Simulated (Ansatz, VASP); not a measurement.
## One calculation of La2O3, two programs

File INCAR:

```
SYSTEM = La2O3
PREC = Accurate ; ENCUT = 600
EDIFF = 1E-6 ; ISMEAR = 0
SIGMA = 0.01 ; LREAL = .False.
LASPH = .True. ; NELM = 200
ALGO = Normal ; ISIF = 2
LWAVE = .False. ; LCHARG = .False.
GGA = PS ; NBANDS = 28
GGA_COMPAT = .False. ; LMAXMIX = 6
```

The input KPOINTS:

```
regular mesh
0
Gamma
  4 4 6
  0 0 0
```

Contents of POSCAR:

```
La2O3
1.0
    6.2667800000      0.0000000000      0.0000000000
   -3.1333900000      5.4271900000      0.0000000000
    0.0000000000      0.0000000000      3.2997700000
La O
2 3
Direct
    0.3333333333      0.6666666667      0.5000000000
    0.6666666667      0.3333333333      0.5000000000
    0.4919900000      0.4919900000      0.0000000000
    0.0000000000      0.5080100000      0.0000000000
    0.5080100000      0.0000000000      0.0000000000
```

Input for Ansatz:

```yaml
crystal:
  lattice:
    - [6.26678, 0.0, 0.0]
    - [-3.13339, 5.42719, 0.0]
    - [0.0, 0.0, 3.29977]
  atoms:
    - { symbol: La, position: [0.3333333333333333, 0.6666666666666666, 0.5] }
    - { symbol: La, position: [0.6666666666666666, 0.3333333333333333, 0.5] }
    - { symbol: O, position: [0.49199, 0.49199, 0.0] }
    - { symbol: O, position: [0.0, 0.50801, 0.0] }
    - { symbol: O, position: [0.50801, 0.0, 0.0] }
kpoints:
  mp_grid:
    grid: [4, 4, 6]
hamiltonian:
  xc: pbesol
  pseudopotentials:
    kind: paw
scf:
  mixing:
    algorithm: msr1
    preconditioner: none
  occupations:
    method: fixed
output:
  forces: true
  stress: true
  eigenvalues: true
```

Alike in both runs: task single point; functional PBEsol; k mesh 4 × 4 × 6; no spin polarisation.

|  | VASP | Ansatz |
| --- | --- | --- |
| version | VASP 6.6.1 | Ansatz 0.2.0 |
| potentials or method | VASP PAW PBE potentials, release 64 (La, O) | plane waves, PAW |
| plane-wave cutoff (eV) | 600 | 420 |
| occupations | gaussian, width 0.01 eV | fixed |
| valence electrons in the cell | 40 | 40 |

Ansatz gave:

```
gap on the k mesh at the Fermi level (eV)                     : 1.46
pressure (GPa)                                                : -1.1
traceless stress, the component that is largest in VASP (GPa) : -2.54
rms of the force components (eV/Å)                            : 0.027
```

Problem. Estimate VASP's values.

Solution. gap on the k mesh at the Fermi level (eV): 1.46; pressure (GPa): -1.3; traceless stress, the component that is largest in VASP (GPa): -2.56; rms of the force components (eV/Å): 0.028.

VASP's potentials were made for PBE, not for PBEsol. Atom by atom the forces differ by 0.000 eV/Å (rms over components).

Neither program's run includes spin-orbit coupling.
